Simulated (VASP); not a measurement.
Set up this calculation in VASP 6.6.1, as the native input.

| Property | Result |
| --- | --- |
| Task | relaxation of shape and atoms at fixed volume |
| Functional | LDA |
| Potentials or basis | VASP PAW LDA potentials, release 64 (C) |
| Cutoff | 600 eV |
| k mesh | 18 × 18 × 18 |
| Occupations | gaussian, width 0.02 eV |
| Spin | no spin polarisation |
| Dipole correction | no |
| Further INCAR settings | ALGO = Normal; EDIFF = 1e-06; IBRION = 2; EDIFFG = -0.01; NSW = 50; ISIF = 4 |

The structure of C lies in POSCAR:

```
C
1.0
    0.0000000000      2.0952689743      3.3258100253
    1.2104324621      0.0000000000      3.3258100253
    1.2104324621      2.0952689743      0.0000000000
C
2
Direct
    0.1667065657      0.8332934343      0.1667065657
    0.8332934343      0.1667065657      0.8332934343
```

This cell differs from its parent crystal: volume scaled by 0.97.

The input as run:

INCAR

```
PREC     = Accurate       # precision mode
ENCUT    = 600            # plane-wave cutoff, eV
EDIFF    = 1E-6           # SCF threshold, eV
ISMEAR   = 0              # smearing method
SIGMA    = 0.02           # smearing width, eV
LREAL    = F              # projectors in reciprocal space
LASPH    = T              # aspherical terms in the spheres
NELM     = 100            # most SCF steps
ALGO     = Normal         # electronic algorithm
ISIF     = 4              # what is computed and relaxed
LWAVE    = F              # write WAVECAR
LCHARG   = F              # write CHGCAR
IBRION   = 2              # ionic algorithm
NSW      = 50             # ionic steps
EDIFFG   = -0.01          # ionic threshold
```

KPOINTS

```
regular mesh
0
Gamma
  18 18 18
```

Potentials or basis: VASP PAW LDA potentials, release 64 (C).

Run with:

```bash
$ cat potpaw_LDA.64/C/POTCAR > POTCAR
$ mpirun -np 1 vasp_std > vasp.out
```

Results of the run:

```
Energy gained by relaxing    : 7.7 meV/atom
Ionic steps                  : 3
Pressure after relaxing      : 0.7 GPa
Largest force after relaxing : 0.008 eV/Å
Band gap on the k mesh       : 0.09 eV, indirect (least direct gap 0.18 eV)
```

It took 100 s on 1 thread of Intel(R) Xeon(R) 6975P-C (Granite Rapids), with other jobs on the host, peak memory 0.22 GiB.
